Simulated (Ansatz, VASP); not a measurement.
**CsGa: VASP beside Ansatz**

```xyz
4
Lattice="0.0000 3.5820 3.5820 3.5820 0.0000 3.5820 3.5820 3.5820 0.0000" Properties=species:S:1:pos:R:3 pbc="T T T"
Cs    0.8955    0.8955    0.8955
Cs   -0.8955   -0.8955   -0.8955
Ga    2.6865    2.6865    2.6865
Ga   -2.6865   -2.6865   -2.6865
```

Change from the starting cell: volume scaled by 0.7, LAPW.

Alike in both runs: task single point; functional PBEsol; k mesh 6 × 6 × 6; occupations fermi-dirac, width 0.05 eV; no spin polarisation.

|  | VASP | Ansatz |
| --- | --- | --- |
| version | VASP 6.6.1 | Ansatz 0.2.0 |
| potentials or method | VASP PAW PBE potentials, release 64 (Cs_sv, Ga_d), cutoff 520 eV | all-electron LAPW, scalar-relativistic |

Ansatz gave:

- pressure (GPa): 15.9

Problem. Estimate VASP's values.

Solution. Pressure (GPa): 16.8.

VASP's potentials were made for PBE, not for PBEsol. Ansatz ran all-electron here, and VASP with PAW potentials.

Neither program's run includes spin-orbit coupling.
